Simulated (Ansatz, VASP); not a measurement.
Sb2Se3 in VASP and in Ansatz

```
CELL_PARAMETERS angstrom
3.73757 2.15789 6.46705
-3.73757 2.15789 6.46705
0.00000 -4.31578 6.46705
ATOMIC_POSITIONS crystal
Sb 0.34117 0.34117 0.34117
Sb 0.15883 0.15883 0.15883
Sb 0.84117 0.84117 0.84117
Sb 0.65883 0.65883 0.65883
Se 0.03741 0.75000 0.46259
Se 0.46259 0.03741 0.75000
Se 0.75000 0.46259 0.03741
Se 0.25000 0.53741 0.96259
Se 0.53741 0.96259 0.25000
Se 0.96259 0.25000 0.53741
```

Change from the starting cell: species swapped into the Ag2Cl3 type (R-3c, No. 167).

Alike in both runs: functional PBE; k mesh 6 × 6 × 6; occupations gaussian, width 0.01 eV; no spin polarisation.

Ansatz relaxed the structure, and its values are those at the end. VASP's run is a single point on that final structure, the one shown.

|  | VASP | Ansatz |
| --- | --- | --- |
| version | VASP 6.6.1 | Ansatz 0.2.0 |
| potentials or method | VASP PAW PBE potentials, release 64 (Sb, Se), cutoff 520 eV | scalar-relativistic, plane waves, PAW |
| valence electrons in the cell | 56 | 156 |

|  | VASP | Ansatz | Ansatz less VASP |
| --- | --- | --- | --- |
| gap on the k mesh at the Fermi level (eV) | 0.27 | 0.28 | +0.009 |
| least direct gap on the mesh (eV) | 0.58 | 0.59 | +0.007 |
| pressure (GPa) | 0.0 | 0.0 | +0.03 |
| rms of the force components (eV/Å) | 0.006 | 0.001 | -0.0048 |

With one functional, cell and mesh, what is left measures potentials, basis and numerics. VASP's potentials hold 56 valence electrons a cell and Ansatz's 156, so a difference there can come from the potentials and not from the codes.

Spin-orbit coupling is off throughout.
